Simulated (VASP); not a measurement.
Here is a VASP 6.6.1 calculation.

POSCAR

```
C
1.0
    2.4553334226      0.0000000000      0.0000000000
   -1.2276667113      2.1263811188      0.0000000000
    0.0000000000      0.0000000000      6.6781621319
C
4
Direct
    0.0000000000      0.0000000000      0.7500000000
    0.0000000000      0.0000000000      0.2500000000
    0.3333333333      0.6666666667      0.7500000000
    0.6666666667      0.3333333333      0.2500000000
```

File INCAR.step1:

```
SYSTEM = C
PREC = Accurate
ENCUT = 520
ISMEAR = 0
SIGMA = 0.1
LREAL = .FALSE.
LASPH = .TRUE.
NELM = 80
NBANDS = 16
GGA = PE
ALGO = Normal
EDIFF = 1E-4
LWAVE = .TRUE.
LCHARG = .FALSE.
```

INCAR.step2

```
SYSTEM = C
PREC = Accurate
ENCUT = 520
EDIFF = 1E-7
ISMEAR = 0
SIGMA = 0.1
LREAL = .FALSE.
LASPH = .TRUE.
NELM = 80
ALGO = Normal
ISIF = 2
LWAVE = .FALSE.
LCHARG = .TRUE.
METAGGA = R2SCAN
LMIXTAU = .TRUE.
LUSE_VDW = .TRUE.
IVDW_NL = 2
BPARAM = 11.95
CPARAM = 0.0093
LELF = .TRUE.
LVHAR = .TRUE.
NBANDS = 16
ISTART = 1
```

File KPOINTS:

```
Automatic mesh
0
G
  21 21 6
  0 0 0
```

Potentials or basis: VASP PAW PBE potentials, release 64 (C).

Launch:

```bash
$ cat potpaw_PBE.64/C/POTCAR > POTCAR
$ cp INCAR.step1 INCAR
$ mpirun -np 1 vasp_std > vasp.out
$ cp INCAR.step2 INCAR
$ mpirun -np 1 vasp_std > vasp.out
```

Estimate the band gap on the k mesh.

zero (band 8 reaches 4.72 eV, above the bottom of band 9 at 4.70 eV).

Predict the pressure.

0.7 GPa.

Stress tensor (GPa, compression positive):
```
 1.11  0.00  0.00
 0.00  1.11  0.00
 0.00  0.00 -0.17
```

Caveat: the PAW data sets were made with another functional, which shifts forces and pressure a little.
